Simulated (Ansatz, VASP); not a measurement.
One calculation of SiO2, two programs

The input POSCAR:

```
SiO2
1.0
    5.1355729823      0.0000000000      0.0000000000
   -2.5677864911      4.4475366657      0.0000000000
    0.0000000000      0.0000000000      5.5410855823
Si O
3 6
Direct
    0.0000000000      0.5000000000      0.3333333333
    0.5000000000      0.5000000000      0.6666666667
    0.5000000000      0.0000000000      0.0000000000
    0.5834989535      0.7917494768      0.8333333333
    0.7917494768      0.5834989535      0.5000000000
    0.7917494768      0.2082505232      0.1666666667
    0.4165010465      0.2082505232      0.8333333333
    0.2082505232      0.4165010465      0.5000000000
    0.2082505232      0.7917494768      0.1666666667
```

INCAR.step1

```
PREC = Accurate ; ENCUT = 520
ISMEAR = 0 ; SIGMA = 0.05
LREAL = False ; LASPH = True
NELM = 80 ; NBANDS = 34
GGA = PE ; ALGO = Normal
EDIFF = 1E-4 ; LWAVE = True
LCHARG = False
```

File INCAR.step2:

```
PREC = Accurate ; ENCUT = 520
EDIFF = 1E-6 ; ISMEAR = 0
SIGMA = 0.05 ; LREAL = False
LASPH = True ; NELM = 80
ALGO = Normal ; ISIF = 2
LWAVE = False ; LCHARG = False
METAGGA = R2SCAN ; LMIXTAU = True
NBANDS = 34 ; ISTART = 1
```

File KPOINTS:

```
Automatic mesh
0
Gamma
  6 6 4
```

Input for Ansatz:

```yaml
crystal:
  lattice:
    - [5.1355729823, 0.0, 0.0]
    - [-2.5677864911, 4.4475366657, 0.0]
    - [0.0, 0.0, 5.5410855823]
  atoms:
    - { symbol: Si, position: [0.0, 0.5, 0.3333333333] }
    - { symbol: Si, position: [0.5, 0.5, 0.6666666667] }
    - { symbol: Si, position: [0.5, 0.0, 0.0] }
    - { symbol: O, position: [0.5834989535, 0.7917494768, 0.8333333333] }
    - { symbol: O, position: [0.7917494768, 0.5834989535, 0.5] }
    - { symbol: O, position: [0.7917494768, 0.2082505232, 0.1666666667] }
    - { symbol: O, position: [0.4165010465, 0.2082505232, 0.8333333333] }
    - { symbol: O, position: [0.2082505232, 0.4165010465, 0.5] }
    - { symbol: O, position: [0.2082505232, 0.7917494768, 0.1666666667] }
basis:
  ecutwfc: 500
kpoints:
  mp_grid: { grid: [6, 6, 4] }
hamiltonian:
  xc: r2scan
scf:
  occupations: { method: gaussian, width: 0.05 }
output:
  forces: true
  stress: true
  eigenvalues: true
```

Change from the starting cell: strain +0.015 along x and y, +0.000 along z, atoms carried along.

Alike in both runs: task single point; functional r2SCAN; k mesh 6 × 6 × 4; occupations gaussian, width 0.05 eV; no spin polarisation.

|  | VASP | Ansatz |
| --- | --- | --- |
| version | VASP 6.6.1 | Ansatz 0.2.0 |
| potentials or method | VASP PAW PBE potentials, release 64 (Si, O), cutoff 520 eV | scalar-relativistic, plane waves, PAW |
| valence electrons in the cell | 48 | 48 |

|  | VASP | Ansatz | Ansatz less VASP |
| --- | --- | --- | --- |
| gap on the k mesh at the Fermi level (eV) | 6.13 | 6.14 | +0.004 |
| least direct gap on the mesh (eV) | 6.35 | 6.35 | +0.001 |
| pressure (GPa) | -5.2 | -5.4 | -0.14 |
| traceless stress, the component that is largest in VASP (GPa) | 0.79 | 0.76 | -0.027 |
| rms of the force components (eV/Å) | 0.121 | 0.116 | -0.0052 |

VASP's potentials were made for PBE, not for r2SCAN. Atom by atom the forces differ by 0.005 eV/Å (rms over components). The functional is the same, so the differences come from potentials, cutoffs and numerics.
